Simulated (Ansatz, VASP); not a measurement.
## ZrO2 in VASP and in Ansatz

File INCAR:

```
  ALGO = Normal
  EDIFF = 1E-7
  EDIFFG = -0.015
  ENCUT = 600
  GGA = PE
  GGA_COMPAT = F
  IBRION = 2
  ISIF = 3
  ISMEAR = 0
  LASPH = T
  LCHARG = F
  LREAL = F
  LWAVE = F
  NELM = 120
  NELMIN = 4
  NSW = 80
  PREC = Accurate
  SIGMA = 0.1
```

The input KPOINTS:

```
k-points
0
Gamma
  6 6 6
```

Contents of POSCAR:

```
ZrO2
1.0
    5.1158283592      0.0000000000      0.0000000000
    0.0000000000     -5.1158283592      0.0000000000
    0.0000000000      0.0000000000     -5.1158283592
Zr O
4 8
Direct
    0.0000000000      1.0000000000      1.0000000000
    0.5000000000      0.5000000000      1.0000000000
    0.5000000000      1.0000000000      0.5000000000
    0.0000000000      0.5000000000      0.5000000000
    0.2500000000      0.2500000000      0.2500000000
    0.7500000000      0.7500000000      0.2500000000
    0.7500000000      0.2500000000      0.7500000000
    0.2500000000      0.7500000000      0.7500000000
    0.7500000000      0.7500000000      0.7500000000
    0.2500000000      0.2500000000      0.7500000000
    0.2500000000      0.7500000000      0.2500000000
    0.7500000000      0.2500000000      0.2500000000
```

Input for Ansatz:

```yaml
crystal:
  lattice:
    - [5.1158283592, 0.0, 0.0]
    - [0.0, -5.1158283592, 0.0]
    - [0.0, 0.0, -5.1158283592]
  atoms:
    - { symbol: Zr, position: [0.0, 1.0, 1.0] }
    - { symbol: Zr, position: [0.5, 0.5, 1.0] }
    - { symbol: Zr, position: [0.5, 1.0, 0.5] }
    - { symbol: Zr, position: [0.0, 0.5, 0.5] }
    - { symbol: O, position: [0.25, 0.25, 0.25] }
    - { symbol: O, position: [0.75, 0.75, 0.25] }
    - { symbol: O, position: [0.75, 0.25, 0.75] }
    - { symbol: O, position: [0.25, 0.75, 0.75] }
    - { symbol: O, position: [0.75, 0.75, 0.75] }
    - { symbol: O, position: [0.25, 0.25, 0.75] }
    - { symbol: O, position: [0.25, 0.75, 0.25] }
    - { symbol: O, position: [0.75, 0.25, 0.25] }
basis:
  ecutwfc: 420
kpoints:
  mp_grid: { grid: [6, 6, 6] }
hamiltonian:
  xc: pbe
scf:
  occupations: { method: gaussian, width: 0.1 }
output:
  forces: true
  stress: true
  eigenvalues: true
relax:
  adjacent_minimum: "off"
  f_tol: 0.015
  max_steps: 60
  cell: { stress_tol: 0.15 }
```

Alike in both runs: task relaxation of cell and atoms; functional PBE; k mesh 6 × 6 × 6; occupations gaussian, width 0.1 eV; no spin polarisation.

```csv
,VASP,Ansatz
version,VASP 6.6.1,Ansatz 0.2.0
potentials or method,"VASP PAW PBE potentials, release 64 (Zr_sv, O), cutoff 600 eV","scalar-relativistic, plane waves, PAW"
valence electrons in the cell,96,96
```

Ansatz gave:

```
gap on the k mesh at the Fermi level, each at its own relaxed structure (eV)  : 3.32
relaxed volume (Å³/atom)                                                      : 11.16
relaxed length of the cell vector where the two differ most in proportion (Å) : 5.116
```

Problem. What did VASP give for the same quantities?

Solution. gap on the k mesh at the Fermi level, each at its own relaxed structure (eV): 3.31; relaxed volume (Å³/atom): 11.16; relaxed length of the cell vector where the two differ most in proportion (Å): 5.116.

Noted on VASP's run: the relaxation stopped at its first step, so nothing moved.
